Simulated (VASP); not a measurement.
Ca: single point with r2SCAN

The system is Ca.

```
Ca
1.0
     0.00000    2.71649    2.71649
     2.71649    0.00000    2.71649
     2.71649    2.71649    0.00000
Ca
1
Cartesian
  0.0000 0.0000 0.0000
```

```
Program             : VASP 6.6.1
Task                : single point
Functional          : r2SCAN
Potentials or basis : VASP PAW PBE potentials, release 64 (Ca_sv)
Cutoff              : 520 eV
k mesh              : 11 × 11 × 11
Occupations         : fermi-dirac, width 0.1 eV
Spin                : no spin polarisation
```

```
Pressure               : 1.6 GPa
Band gap on the k mesh : zero (bands 5 and 6 overlap by 0.34 eV)
```

Levels at points of the mesh, in eV from the Fermi level:
```csv
k point,band 2,band 3,band 4,band 5,band 6,band 7,band 8,band 9
"(0.00, 0.00, 0.00)",-23.67,-23.67,-23.67,-4.38,2.78,2.78,2.78,3.98
```

Wall time 44 s on 1 thread of AMD EPYC 9R45 96-Core Processor (Zen 5) (shared host), peak memory 0.15 GiB.

Caveat: the PAW data sets were made with another functional, which shifts forces and pressure a little.
